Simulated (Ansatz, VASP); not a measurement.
TiO2: VASP beside Ansatz

POSCAR

```
TiO2
1.0
    0.0000000000      2.3968272579      2.3968272579
    2.4052161533      0.0000000000      2.3968272579
    2.4052161533      2.3968272579      0.0000000000
Ti O
1 2
Direct
    0.0000000000      0.0000000000      0.0000000000
    0.2500000000      0.2500000000      0.2500000000
    0.7500000000      0.7500000000      0.7500000000
```

INCAR.step1

```
SYSTEM = TiO2
PREC = Accurate
ENCUT = 910
ISMEAR = 0
SIGMA = 0.01
LREAL = .False.
LASPH = .True.
NELM = 120
NBANDS = 19
GGA = PE
ALGO = Normal
EDIFF = 1E-5
LWAVE = .True.
LCHARG = .False.
GGA_COMPAT = .False.
```

Contents of INCAR.step2:

```
SYSTEM = TiO2
PREC = Accurate
ENCUT = 910
EDIFF = 1E-6
ISMEAR = 0
SIGMA = 0.01
LREAL = .False.
LASPH = .True.
NELM = 120
ALGO = Normal
ISIF = 2
LWAVE = .False.
LCHARG = .False.
METAGGA = R2SCAN
LMIXTAU = .True.
NBANDS = 19
ISTART = 1
GGA_COMPAT = .False.
```

KPOINTS

```
regular mesh
0
Gamma
  10 10 10
  0 0 0
```

Input for Ansatz:

```yaml
crystal:
  lattice:
    - [0.0, 2.3968272579, 2.3968272579]
    - [2.4052161533, 0.0, 2.3968272579]
    - [2.4052161533, 2.3968272579, 0.0]
  atoms:
    - { symbol: Ti, position: [0.0, 0.0, 0.0] }
    - { symbol: O, position: [0.25, 0.25, 0.25] }
    - { symbol: O, position: [0.75, 0.75, 0.75] }
kpoints:
  mp_grid: { grid: [10, 10, 10] }
  band_path:
    path:
      - [0.0, 0.0, 0.0]
      - [0.5, 0.0, 0.5]
      - [0.625, 0.25, 0.625]
      - [0.375, 0.375, 0.75]
      - [0.5, 0.5, 0.5]
      - [0.5, 0.25, 0.75]
    npoints: 1
hamiltonian:
  xc: r2scan
scf:
  occupations: { method: fixed }
  n_extra_bands: 4
output:
  forces: true
  stress: true
  eigenvalues: true
```

Change from the starting cell: uniaxial_x strain +0.3%.

Alike in both runs: task single point; functional r2SCAN; k mesh 10 × 10 × 10; no spin polarisation.

|  | VASP | Ansatz |
| --- | --- | --- |
| version | VASP 6.6.1 | Ansatz 0.2.0 |
| potentials or method | VASP PAW PBE potentials, release 64 (Ti_sv, O_h) | plane waves, PAW |
| plane-wave cutoff (eV) | 910 | 500 |
| occupations | gaussian, width 0.01 eV | fixed |
| valence electrons in the cell | 24 | 24 |

```csv
,VASP,Ansatz,Ansatz less VASP
gap on the k mesh at the Fermi level (eV),1.52,1.48,-0.042
```

VASP's potentials were made for PBE, not for r2SCAN.

Noted on VASP's run: the cutoff is short for stress, so the pressure is rough.
